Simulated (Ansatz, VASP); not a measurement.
**KCl: VASP beside Ansatz**

```
CELL_PARAMETERS angstrom
0.00000 3.15610 3.15610
3.15610 0.00000 3.15610
3.15610 3.15610 0.00000
ATOMIC_POSITIONS crystal
K 0.00000 0.00000 0.00000
Cl 0.50000 0.50000 0.50000
```

Alike in both runs: task single point; functional PBE; k mesh 7 × 7 × 7; no spin polarisation.

|  | VASP | Ansatz |
| --- | --- | --- |
| version | VASP 6.6.1 | Ansatz 0.2.0 |
| potentials or method | VASP PAW PBE potentials, release 64 (K_sv, Cl), cutoff 520 eV | all-electron LAPW, scalar-relativistic |
| occupations | methfessel-paxton of order 1, width 0.15 eV | cold, width 0.15 eV |

```tsv
	VASP	Ansatz	Ansatz less VASP
pressure (GPa)	0.6	0.6	+0.02
```

Ansatz ran all-electron here, and VASP with PAW potentials.
